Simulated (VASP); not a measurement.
Set up this calculation in VASP 6.6.1, as the native input.

```
Task                               : single point
Functional                         : r2SCAN50
Dispersion                         : D3(BJ)
Potentials or basis                : VASP PAW PBE potentials, release 64 (Au)
Cutoff                             : 440 eV
k mesh                             : 5 × 5 × 5
Occupations                        : fermi-dirac, width 0.05 eV
Spin                               : no spin polarisation
Dipole correction                  : no
Grid for exact exchange (PRECFOCK) : Normal
Further INCAR settings             : ALGO = Normal; EDIFF = 1e-06; NBANDS = 12
Share of exact exchange            : 0.5
```

The system is Au.

```
Au
1.0
     0.00000    1.95011    1.95011
     1.95011    0.00000    1.95011
     1.95011    1.95011    0.00000
Au
1
Cartesian
  0.0000 0.0000 0.0000
```

These files were run (other wordings do the same):

POSCAR

```
Au
1.0
    0.0000000000      1.9501078800      1.9501078800
    1.9501078800      0.0000000000      1.9501078800
    1.9501078800      1.9501078800      0.0000000000
Au
1
Direct
    0.0000000000      0.0000000000      0.0000000000
```

INCAR.step1

```
SYSTEM = Au
PREC = Accurate ; ENCUT = 440
EDIFF = 1E-5 ; ISMEAR = -1
SIGMA = 0.05 ; LREAL = .False.
LASPH = .True. ; NELM = 120
ALGO = Normal ; ISIF = 2
LWAVE = .True. ; LCHARG = .False.
NBANDS = 12 ; GGA = PE
GGA_COMPAT = .False.
```

INCAR.step2

```
SYSTEM = Au
PREC = Accurate ; ENCUT = 440
EDIFF = 1E-6 ; ISMEAR = -1
SIGMA = 0.05 ; LREAL = .False.
LASPH = .True. ; NELM = 120
ALGO = Normal ; ISIF = 2
LWAVE = .False. ; LCHARG = .False.
METAGGA = R2SCAN ; LHFCALC = .True.
AEXX = 0.5 ; LMIXTAU = .True.
PRECFOCK = Normal ; IVDW = 12
VDW_S6 = 1.0 ; VDW_S8 = 1.3294
VDW_A1 = 0.4311 ; VDW_A2 = 5.924
NBANDS = 12 ; ISTART = 1
GGA_COMPAT = .False.
```

KPOINTS

```
regular mesh
0
Gamma
  5 5 5
  0 0 0
```

Potentials or basis: VASP PAW PBE potentials, release 64 (Au).

Command:

```console
$ cat potpaw_PBE.64/Au/POTCAR > POTCAR
$ cp INCAR.step1 INCAR
$ mpirun -np 1 vasp_std > vasp.out
$ cp INCAR.step2 INCAR
$ mpirun -np 1 vasp_std > vasp.out
```

It gave:

* Pressure: 30.0 GPa
* Band gap on the k mesh: zero (an odd number of electrons rules out a gap without spin polarisation)
* Dispersion energy per atom: -0.533 eV

Caveat: the k points lie up to 0.56 Å⁻¹ apart, too coarse for converged energies and pressures of a metal; three body term missing; the PAW data sets were made with another functional, which shifts forces and pressure a little; spin-orbit coupling is left out, which moves the levels of the heavy elements.

Run time: 2 min on 1 thread of Intel(R) Xeon(R) Platinum 8488C (Sapphire Rapids) (shared host), peak memory 0.15 GiB.
